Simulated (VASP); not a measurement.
# Os (I4/mmm) in VASP: notebook

Os is run at these levels: r2SCAN; tasks: single point.

Everything below comes from runs of VASP 6.6.1. Logs are shortened: lines on timing, memory, paths and dates and some standing lists are left out, and cuts for length are marked.

**1. The cell of the first run**

Symmetry: I4/mmm, No. 139, tetragonal system. The conventional cell has a = 2.788 Å, b = 2.788 Å, c = 3.786 Å, α = 90.00°, β = 90.00°, γ = 90.00°. Os (site symmetry 4/mmm) has 12 Os at 2.73 to 2.79 Å within 3.6 Å.

**2. Single point, r2SCAN**

Contents of POSCAR:

```
Os
1.0
    0.0000000000      1.9716471469      1.8927812610
    1.9716471469      0.0000000000      1.8927812610
    1.9716471469      1.9716471469      0.0000000000
Os
1
Direct
    0.0000000000      0.0000000000      0.0000000000
```

Contents of INCAR.step1:

```
SYSTEM = Os
PREC = Accurate
ENCUT = 520
ISMEAR = 0
SIGMA = 0.15
LREAL = .False.
LASPH = .True.
NELM = 100
NBANDS = 10
GGA = PE
ALGO = Normal
EDIFF = 1E-4
LWAVE = .True.
LCHARG = .False.
```

Contents of INCAR.step2:

```
SYSTEM = Os
PREC = Accurate
ENCUT = 520
EDIFF = 1E-7
ISMEAR = 0
SIGMA = 0.15
LREAL = .False.
LASPH = .True.
NELM = 100
ALGO = Normal
ISIF = 2
LWAVE = .False.
LCHARG = .True.
METAGGA = R2SCAN
LMIXTAU = .True.
LELF = .True.
LVHAR = .True.
NBANDS = 10
ISTART = 1
```

Contents of KPOINTS:

```
Automatic mesh
0
Gamma
  24 24 24
  0 0 0
```

Potentials or basis: VASP PAW PBE potentials, release 64 (Os).

Command:

```sh
$ cat potpaw_PBE.64/Os/POTCAR > POTCAR
$ cp INCAR.step1 INCAR
$ mpirun -np 1 vasp_std > vasp.out
$ cp INCAR.step2 INCAR
$ mpirun -np 1 vasp_std > vasp.out
```

OUTCAR:

```text
SYSTEM = Os
   PREC = Accurate
   ENCUT = 520
   EDIFF = 1E-7
   ISMEAR = 0
   LREAL = .False.
   LASPH = .True.
   NELM = 100
   ISIF = 2
   METAGGA = R2SCAN
   ISTART = 1

 ion  position               nearest neighbor table
   1  0.000  0.000  0.000-

  LATTYP: Found a body centered tetragonal cell.
 ALAT       =     2.7883301354
 C/A-ratio  =     1.3576450199

  Lattice vectors:

 A1 = (   0.0000000000,  -1.9716471469,  -1.8927812610)
 A2 = (   0.0000000000,   1.9716471469,  -1.8927812610)
 A3 = (   1.9716471469,   0.0000000000,   1.8927812610)

Analysis of symmetry for initial positions (statically):
=====================================================================
 Subroutine PRICEL returns:
 Original cell was already a primitive cell.

 Routine SETGRP: Setting up the symmetry group for a
 body centered tetragonal supercell.

 Subroutine GETGRP returns: Found 16 space group operations
 (whereof 16 operations were pure point group operations)
 out of a pool of 16 trial point group operations.

The static configuration has the point symmetry D_4h.

Analysis of symmetry for dynamics (positions and initial velocities):
=====================================================================
 Subroutine PRICEL returns:
 Original cell was already a primitive cell.

 Routine SETGRP: Setting up the symmetry group for a
 body centered tetragonal supercell.

 Subroutine GETGRP returns: Found 16 space group operations
 (whereof 16 operations were pure point group operations)
 out of a pool of 16 trial point group operations.

The dynamic configuration has the point symmetry D_4h.

 Subroutine INISYM returns: Found 16 space group operations
 (whereof 16 operations are pure point group operations),
 and found     1 'primitive' translations

----------------------------------------------------------------------------------------

                                     Primitive cell

  volume of cell :      14.7160

  direct lattice vectors                    reciprocal lattice vectors
     0.000000000  1.971647147  1.892781261    -0.253595072  0.253595072  0.264161533
     1.971647147  0.000000000  1.892781261     0.253595072 -0.253595072  0.264161533
     1.971647147  1.971647147  0.000000000     0.253595072  0.253595072 -0.264161533

  length of vectors
     2.733132520  2.733132520  2.788330135     0.445423660  0.445423660  0.445423660

  position of ions in fractional coordinates (direct lattice)
     0.000000000  0.000000000  0.000000000

  ion indices of the primitive-cell ions
   primitive index   ion index
                 1           1

----------------------------------------------------------------------------------------

 KPOINTS: Automatic mesh

Automatic generation of k-mesh.
 Grid dimensions read from file:
 generate k-points for:   24   24   24

 Generating k-lattice:

  Cartesian coordinates                     Fractional coordinates (reciprocal lattice)
    -0.010566461  0.010566461  0.011006731     0.041666667  0.000000000  0.000000000
     0.010566461 -0.010566461  0.011006731     0.000000000  0.041666667  0.000000000
     0.010566461  0.010566461 -0.011006731     0.000000000  0.000000000  0.041666667

  Length of vectors
     0.018559319  0.018559319  0.018559319

  Shift w.r.t. Gamma in fractional coordinates (k-lattice)
     0.000000000  0.000000000  0.000000000

 Subroutine IBZKPT returns following result:
 ===========================================

 Found   1063 irreducible k-points:

 Following reciprocal coordinates:
            Coordinates               Weight
  0.000000  0.000000  0.000000      1.000000
  0.041667  0.000000  0.000000      8.000000
  0.083333 -0.000000  0.000000      8.000000
  0.125000  0.000000  0.000000      8.000000
  0.166667  0.000000  0.000000      8.000000
  0.208333 -0.000000  0.000000      8.000000
[... 16 lines left out ...]
  0.416667  0.041667  0.000000      8.000000
  0.458333  0.041667  0.000000      8.000000
 [... further k-points ...]
   k-points           NKPTS =   1063   k-points in BZ     NKDIM =   1063   number of bands    NBANDS=     10
   number of dos      NEDOS =    301   number of ions     NIONS =      1
   total plane-waves  NPLWV =   9600
   dimension x,y,z NGX =    20 NGY =   20 NGZ =   24
   dimension x,y,z NGXF=    40 NGYF=   40 NGZF=   48
   ions per type =               1
   NGX,Y,Z   is equivalent  to a cutoff of  12.17, 12.17, 14.31 a.u.
   NGXF,Y,Z  is equivalent  to a cutoff of  24.33, 24.33, 28.62 a.u.
 SYSTEM =  Os
   PREC   = accura    normal or accurate (medium, high low for compatibility)
   ISTART =      1    job   : 0-new  1-cont  2-samecut
   ICHARG =      0    charge: 1-file 2-atom 10-const
   ISPIN  =      1    spin polarized calculation?
   LNONCOLLINEAR =      F non collinear calculations
   LSORBIT =      F    spin-orbit coupling
   LASPH  =      T    aspherical Exc in radial PAW
   ENCUT  =  520.0 eV  38.22 Ry    6.18 a.u.   5.08  5.08  5.18*2*pi/ulx,y,z
   NELM   =    100;   NELMIN=  2; NELMDL=  0     # of ELM steps
   EDIFF  = 0.1E-06   stopping-criterion for ELM
   LREAL  =      F    real-space projection
   EDIFFG = 0.1E-05   stopping-criterion for IOM
   NSW    =      0    number of steps for IOM
   IBRION =     -1    ionic relax: 0-MD 1-quasi-New 2-CG
   NFREE  =      0    steps in history (QN), initial steepest desc. (CG)
   ISIF   =      2    stress and relaxation
   ISYM   =      2    0-nonsym 1-usesym 2-fastsym
   POTIM  = 0.5000    time-step for ionic-motion
   TEBEG  =    0.0;   TEEND  =   0.0 temperature during run
   PSTRESS=    0.0 pullay stress
   NELECT =       8.0000    total number of electrons
   NUPDOWN=      -1.0000    fix difference up-down
   EMIN   =  10.00;   EMAX   =-10.00  energy-range for DOS
   EFERMI =   0.00;   METHOD = LEGACY
   ISMEAR =     0;   SIGMA  =   0.15  broadening in eV -4-tet -1-fermi 0-gaus
   EFERMI_NEDOS =   21; number of points for ismear=-14 and -15
   IALGO  =     38    algorithm
   IMIX   =      4    mixing-type and parameters
     AMIX     =   0.40;   BMIX     =  1.00
     AMIX_MAG =   1.60;   BMIX_MAG =  1.00
  volume/ion in A,a.u.               =      14.72        99.31
  Fermi-wavevector in a.u.,A,eV,Ry     =   1.336109  2.524880 24.288947  1.785187
  Thomas-Fermi vector in A             =   2.464761
   LORBIT       =      0    0 simple, 1 ext, 2 COOP (PROOUT), +10 PAW based schemes
   METAGGA = R2SCAN    functional components
   LHFCALC =     F    Hartree Fock is set to
   AEXX    =    0.0000 exact exchange contribution
   IVDW    =     0    specifies the selected vdW correction
   LEPSILON=     F    determine dielectric tensor
   LRPA    =     F    only Hartree local field effects (RPA)
 non-spin polarized calculation
 Gauss-broadening in eV      SIGMA  =   0.15
  energy-cutoff  :      520.00
  volume of cell :       14.72
 maximum number of plane-waves:       419
   NGX = 11   NGY = 11   NGZ = 11

 number of electron       8.0000001 magnetization

 Free energy of the ion-electron system (eV)
  ---------------------------------------------------
  ext. energy  EPLUGINS =         0.00000000
  ---------------------------------------------------
  free energy    TOTEN  =       -52.80870058 eV

  energy without entropy =      -52.79891823  energy(sigma->0) =      -52.80380940

 E-fermi :   8.3893     XC(G=0): -15.0533

 val. band max:        8.3886774270   @ k =  -0.2500   0.4167   0.3333
 cond. band min:       8.3901932863   @ k =  -0.2083   0.3333   0.2500
 fundamental gap:      0.0015158593
 Fermi energy:         8.3892623207

 k-point     1 :       0.0000    0.0000    0.0000
  band No.  band energies     occupation
      1      -2.4542      2.00000
      2       5.3181      2.00000
      3       5.3181      2.00000
      4       5.8997      2.00000
      5       8.0276      1.99935
      6       8.7575      0.00052
      7      23.3870      0.00000
      8      28.7490      0.00000
      9      28.7490      0.00000
     10      30.1821      0.00000

 k-point     2 :       0.0417    0.0000    0.0000
  band No.  band energies     occupation
      1      -2.3731      2.00000
      2       5.3005      2.00000
      3       5.3548      2.00000
      4       5.9041      2.00000
      5       8.0072      1.99968
      6       8.7258      0.00151
      7      23.5363      0.00000
      8      28.5029      0.00000
      9      28.8869      0.00000
     10      30.0970      0.00000

 k-point     3 :       0.0833   -0.0000    0.0000
  band No.  band energies     occupation
      1      -2.1341      2.00000
      2       5.2259      2.00000
      3       5.4552      2.00000
      4       5.9443      2.00000
      5       7.9587      1.99995
      6       8.6416      0.01734
      7      23.9637      0.00000
      8      27.6936      0.00000
      9      29.2939      0.00000
     10      30.3019      0.00000

 k-point     4 :       0.1250    0.0000    0.0000
  band No.  band energies     occupation
      1      -1.7520      2.00000
      2       5.0818      2.00000
      3       5.5895      2.00000
      4       6.0446      2.00000
      5       7.9212      1.99999
      6       8.5377      0.16168
      7      24.5963      0.00000
      8      26.6242      0.00000
      9      29.9516      0.00000
     10      30.9023      0.00000
[... 222 lines left out ...]
 k-point    22 :       0.3750    0.0417    0.0000
  band No.  band energies     occupation
      1       0.8087      2.00000
      2       5.3689      2.00000
      3       5.8486      2.00000
      4       5.9614      2.00000
      5       9.6468      0.00000
      6      10.1234      0.00000
      7      20.0694      0.00000
      8      24.3814      0.00000
      9      30.5285      0.00000
     10      32.1081      0.00000

 k-point    23 :       0.4167    0.0417    0.0000
  band No.  band energies     occupation
      1       0.8744      2.00000
      2       5.2402      2.00000
      3       5.7122      2.00000
      4       6.7471      2.00000
      5      10.1623      0.00000
      6      10.5496      0.00000
      7      18.8314      0.00000
      8      23.6965      0.00000
      9      29.6028      0.00000
     10      30.9674      0.00000

 k-point    24 :       0.4583    0.0417    0.0000
  band No.  band energies     occupation
      1       0.8862      2.00000
      2       5.1471      2.00000
      3       5.6153      2.00000
      4       7.4609      2.00000
      5      10.5967      0.00000
      6      10.8285      0.00000
      7      17.7899      0.00000
      8      23.2670      0.00000
      9      29.0152      0.00000
     10      30.1091      0.00000

 [... further k-points ...]

------------------------ aborting loop because EDIFF is reached ----------------------------------------

  FORCE on cell =-STRESS in cart. coord.  units (eV):
  Direction    XX          YY          ZZ          XY          YZ          ZX
  --------------------------------------------------------------------------------------
  -------------------------------------------------------------------------------------
  Total       -1.8573784     -1.8573784     -0.7167518      0.0000000      0.0000000      0.0000000
  in kB     -202.2190982   -202.2190982    -78.0352010      0.0000000      0.0000000      0.0000000
  external PRESSURE =    -160.8244658 kB  Pullay stress =       0.0000000 kB

 VOLUME and BASIS-vectors are now :
 -----------------------------------------------------------------------------
  energy-cutoff  :      520.00
  volume of cell :       14.72
      direct lattice vectors                 reciprocal lattice vectors
     0.000000000  1.971647147  1.892781261    -0.253595072  0.253595072  0.264161533
     1.971647147  0.000000000  1.892781261     0.253595072 -0.253595072  0.264161533
     1.971647147  1.971647147  0.000000000     0.253595072  0.253595072 -0.264161533

 POSITION                                       TOTAL-FORCE (eV/Angst)
 -----------------------------------------------------------------------------------
      0.00000      0.00000      0.00000         0.000000      0.000000     -0.000000
 -----------------------------------------------------------------------------------
    total drift:                                0.000000     -0.000000     -0.000000

  FREE ENERGIE OF THE ION-ELECTRON SYSTEM (eV)
  ---------------------------------------------------
  free  energy   TOTEN  =       -52.8087005754 eV

  energy  without entropy=      -52.7989182274  energy(sigma->0) =      -52.80380940
```

Run time: 4.2 min. Hardware: 1 thread of Intel Xeon Platinum 8488C (Sapphire Rapids), shared host; peak memory 0.28 GiB.

Results:

- Free energy: -52.8087 eV
- Pressure: -16.1 GPa
- Band gap on the k mesh: zero (bands 4 and 5 overlap by 4.47 eV)

Stress tensor (GPa, compression positive):
```
-20.22   0.00   0.00
  0.00 -20.22   0.00
  0.00   0.00  -7.80
```

Caveat: the cell stands under tension; the PAW data sets were made with another functional, which shifts forces and pressure a little; spin-orbit coupling is left out, which moves the levels of the heavy elements.

**3. Single point, r2SCAN**

Contents of POSCAR:

```
Os
1.0
    0.0000000000      1.9136235455      2.0093047228
    1.9136235455      0.0000000000      2.0093047228
    1.9136235455      1.9136235455      0.0000000000
Os
1
Direct
    0.0000000000      0.0000000000      0.0000000000
```

Contents of INCAR.step1:

```
SYSTEM = Os
PREC = Accurate ; ENCUT = 520
ISMEAR = 0 ; SIGMA = 0.15
LREAL = .FALSE. ; LASPH = .TRUE.
NELM = 100 ; NBANDS = 10
GGA = PE ; ALGO = Normal
EDIFF = 1E-4 ; LWAVE = .TRUE.
LCHARG = .FALSE.
```

Contents of INCAR.step2:

```
SYSTEM = Os
PREC = Accurate ; ENCUT = 520
EDIFF = 1E-7 ; ISMEAR = 0
SIGMA = 0.15 ; LREAL = .FALSE.
LASPH = .TRUE. ; NELM = 100
ALGO = Normal ; ISIF = 2
LWAVE = .FALSE. ; LCHARG = .FALSE.
METAGGA = R2SCAN ; LMIXTAU = .TRUE.
NBANDS = 10 ; ISTART = 1
```

Contents of KPOINTS:

```
regular mesh
0
G
  24 24 24
  0 0 0
```

Potentials or basis: VASP PAW PBE potentials, release 64 (Os).

Command:

```sh
$ cat potpaw_PBE.64/Os/POTCAR > POTCAR
$ cp INCAR.step1 INCAR
$ mpirun -np 1 vasp_std > vasp.out
$ cp INCAR.step2 INCAR
$ mpirun -np 1 vasp_std > vasp.out
```

Run time: 3.7 min. Hardware: 1 thread of Intel Xeon Platinum 8488C (Sapphire Rapids), shared host; peak memory 0.29 GiB.

Results (log left out):

* Free energy: -52.8020 eV
* Pressure: -15.9 GPa
* Band gap on the k mesh: zero (bands 4 and 5 overlap by 4.32 eV)

Stress tensor (GPa, compression positive):
```
-10.82   0.00   0.00
  0.00 -10.82   0.00
  0.00   0.00 -26.20
```

Levels at points of the mesh, in eV from the Fermi level:
```csv
k point,band 1,band 2,band 3,band 4,band 5,band 6,band 7,band 8,band 9
"(0.00, 0.00, 0.00)",-10.85,-3.37,-2.64,-2.64,-0.48,0.46,15.00,19.76,21.37
"(0.50, 0.00, 0.00)",-7.58,-3.41,-2.69,-0.23,2.16,2.51,8.85,14.48,20.54
"(0.50, 0.50, 0.00)",-7.45,-6.68,1.61,2.34,2.97,2.97,11.23,13.17,13.17
"(0.50, 0.00, 0.50)",-7.38,-6.70,2.20,2.66,2.66,3.36,11.97,12.57,12.58
```

Caveat: the cell stands under tension; the PAW data sets were made with another functional, which shifts forces and pressure a little; spin-orbit coupling is left out, which moves the levels of the heavy elements.
